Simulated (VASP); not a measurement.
Here is a VASP 6.6.1 calculation.

POSCAR

```
AlGaN2
1.0
    3.1384692804      0.0000000000      0.0000000000
    0.0000000000      3.1384692804      0.0000000000
    0.0000000000      0.0000000000      4.4227211978
Al Ga N
1 1 2
Direct
    0.5000000000      0.5000000000      0.5000000000
    0.0000000000      0.0000000000      0.0000000000
    0.5000000000      0.0000000000      0.7390927666
    0.0000000000      0.5000000000      0.2609072334
```

INCAR.step1

```
SYSTEM = AlGaN2
PREC     = Accurate       ! precision mode
ENCUT    = 520            ! plane-wave cutoff, eV
ISMEAR   = 0              ! smearing method
SIGMA    = 0.01           ! smearing width, eV
LREAL    = .FALSE.        ! projectors in reciprocal space
LASPH    = .TRUE.         ! aspherical terms in the spheres
NELM     = 100            ! most SCF steps
NBANDS   = 21             ! bands
GGA      = PE             ! functional
ALGO     = Normal         ! electronic algorithm
EDIFF    = 1E-4           ! SCF threshold, eV
LWAVE    = .TRUE.         ! write WAVECAR
LCHARG   = .FALSE.        ! write CHGCAR
```

Contents of INCAR.step2:

```
SYSTEM = AlGaN2
PREC     = Accurate       ! precision mode
ENCUT    = 520            ! plane-wave cutoff, eV
EDIFF    = 1E-6           ! SCF threshold, eV
ISMEAR   = 0              ! smearing method
SIGMA    = 0.01           ! smearing width, eV
LREAL    = .FALSE.        ! projectors in reciprocal space
LASPH    = .TRUE.         ! aspherical terms in the spheres
NELM     = 100            ! most SCF steps
ALGO     = Normal         ! electronic algorithm
ISIF     = 2              ! what is computed and relaxed
LWAVE    = .FALSE.        ! write WAVECAR
LCHARG   = .FALSE.        ! write CHGCAR
METAGGA  = R2SCAN         ! meta-GGA
LMIXTAU  = .TRUE.       
NBANDS   = 21             ! bands
ISTART   = 1
```

The input KPOINTS:

```
Automatic mesh
0
G
  8 8 6
  0 0 0
```

Potentials or basis: VASP PAW PBE potentials, release 64 (Al, Ga_d, N).

The run is started by

```sh
$ cat potpaw_PBE.64/Al/POTCAR potpaw_PBE.64/Ga_d/POTCAR potpaw_PBE.64/N/POTCAR > POTCAR
$ cp INCAR.step1 INCAR
$ mpirun -np 1 vasp_std > vasp.out
$ cp INCAR.step2 INCAR
$ mpirun -np 1 vasp_std > vasp.out
```

Question: Estimate the largest force.

Answer: 0.092 eV/Å.

Question: Predict the band gap on the k mesh.

Answer: 3.38 eV.

Question: Estimate the pressure.

Answer: 0.3 GPa.

Forces on the atoms (eV/Å):
```
Al   0.000  0.000  0.000
Ga   0.000  0.000  0.000
N    0.000  0.000 -0.092
N    0.000  0.000  0.092
```

Caveat: the PAW data sets were made with another functional, which shifts forces and pressure a little. A k mesh can miss the band edges.
